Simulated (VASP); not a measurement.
Input of a VASP 6.6.1 run:

Contents of POSCAR:

```
Mn3Cu
1.0
    3.4823879964      0.0000000000      0.0000000000
    0.0000000000      3.4823879964      0.0000000000
    0.0000000000      0.0000000000      3.4823879964
Mn Cu
3 1
Direct
    0.0000000000      0.5000000000      0.5000000000
    0.5000000000      0.0000000000      0.5000000000
    0.5000000000      0.5000000000      0.0000000000
    0.0000000000      0.0000000000      0.0000000000
```

Contents of INCAR.step1:

```
ALGO = Normal ; EDIFF = 1E-4
ENCUT = 520 ; GGA = PE
ISMEAR = 0 ; LASPH = T
LCHARG = F ; LREAL = F
LWAVE = T ; NBANDS = 33
NELM = 80 ; PREC = Accurate
SIGMA = 0.1
```

File INCAR.step2:

```
ALGO = Normal ; EDIFF = 1E-6
ENCUT = 520 ; ISIF = 2
ISMEAR = 0 ; ISTART = 1
LASPH = T ; LCHARG = F
LMIXTAU = T ; LREAL = F
LWAVE = F ; METAGGA = R2SCAN
NBANDS = 33 ; NELM = 80
PREC = Accurate ; SIGMA = 0.1
```

File KPOINTS:

```
k-points
0
Gamma
  12 12 12
```

Potentials or basis: VASP PAW PBE potentials, release 64 (Mn_pv, Cu).

Launch:

```console
$ cat potpaw_PBE.64/Mn_pv/POTCAR potpaw_PBE.64/Cu/POTCAR > POTCAR
$ cp INCAR.step1 INCAR
$ mpirun -np 1 vasp_std > vasp.out
$ cp INCAR.step2 INCAR
$ mpirun -np 1 vasp_std > vasp.out
```

Predict the pressure.

2.6 GPa.

Predict the band gap on the k mesh.

zero (bands 25 and 26 overlap by 1.45 eV).

Caveat: the PAW data sets were made with another functional, which shifts forces and pressure a little; the run has no spin polarisation, though such a crystal can be magnetic. Spin polarisation is off, so any magnetic state and its effect on volume and gap are missing.
